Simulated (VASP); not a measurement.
Al3C2, 5 atoms in the cell. It takes space group P-4m2 (No. 115, tetragonal). The conventional cell has a = 3.078 Å, b = 3.078 Å, c = 5.692 Å, α = 90.00°, β = 90.00°, γ = 90.00°. Al (site symmetry 2mm) has 5 C at 2.10 to 2.23 Å and 6 Al at 2.55 to 2.72 Å within 2.8 Å. Within 2.9 Å of Al (site symmetry -4m2) lie 4 C at 2.19 Å and 4 Al at 2.55 Å. C (site symmetry 2mm) has 7 Al at 2.10 to 2.23 Å within 2.8 Å. 

- Program: VASP 6.6.1
- Task: single point
- Functional: PBE
- Potentials or basis: VASP PAW PBE potentials, release 64 (Al, C)
- Cutoff: 520 eV
- k mesh: 6 × 6 × 4
- Occupations: gaussian, width 0.1 eV
- Spin: no spin polarisation
- Dipole correction: no
- Further INCAR settings: ALGO = Normal; EDIFF = 1e-06; NBANDS = 16

Potentials or basis: VASP PAW PBE potentials, release 64 (Al, C).

Launch:

```console
$ cat potpaw_PBE.64/Al/POTCAR potpaw_PBE.64/C/POTCAR > POTCAR
$ mpirun -np 1 vasp_std > vasp.out
```

Hardware: 1 thread of Intel(R) Xeon(R) 6975P-C (Granite Rapids) (shared host).

Q: Estimate the wall time of this run.

A: It took 6.9 s on 1 thread of Intel(R) Xeon(R) 6975P-C (Granite Rapids), on a shared host, peak memory 0.16 GiB. Counts: scf iterations 12, k points 30.
